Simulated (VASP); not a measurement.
Input of a VASP 6.6.1 run:

INCAR

```
SYSTEM = Be2Cd
  PREC = Accurate
  ENCUT = 520
  EDIFF = 1E-7
  ISMEAR = 0
  SIGMA = 0.1
  LREAL = .FALSE.
  LASPH = .TRUE.
  NELM = 80
  ALGO = Normal
  ISIF = 2
  LWAVE = .FALSE.
  LCHARG = .FALSE.
  GGA = PE
  NBANDS = 25
```

The input KPOINTS:

```
regular mesh
0
G
  4 4 6
  0 0 0
```

The input POSCAR:

```
Be2Cd
1.0
    5.0503085745      0.0000000000      0.0000000000
    0.0000000000      5.0503085745      0.0000000000
    0.0000000000      0.0000000000      3.2529088098
Be Cd
4 2
Direct
    0.3060000000      0.3060000000      0.0000000000
    0.1940000000      0.8060000000      0.5000000000
    0.6940000000      0.6940000000      0.0000000000
    0.8060000000      0.1940000000      0.5000000000
    0.0000000000      0.0000000000      0.0000000000
    0.5000000000      0.5000000000      0.5000000000
```

Potentials or basis: VASP PAW PBE potentials, release 64 (Be, Cd).

Run with:

```bash
$ cat potpaw_PBE.64/Be/POTCAR potpaw_PBE.64/Cd/POTCAR > POTCAR
$ mpirun -np 1 vasp_std > vasp.out
```

**Question.** Estimate the pressure.

**Answer.** 29.8 GPa.

**Question.** Estimate the band gap on the k mesh.

**Answer.** Zero (bands 16 and 17 overlap by 3.83 eV).

**Question.** Estimate the largest force.

**Answer.** 1.009 eV/Å.

Forces in eV/Å, atoms in the order of the input:
```
Be  -0.714 -0.714  0.000
Be   0.714 -0.714  0.000
Be   0.714  0.714  0.000
Be  -0.714  0.714  0.000
Cd   0.000  0.000  0.000
Cd   0.000  0.000  0.000
```

Caveat: the stress differs along the axes, from 25 to 39 GPa; forces of over 1 eV/Å act on the atoms, so gaps and moduli don't describe the material at rest.
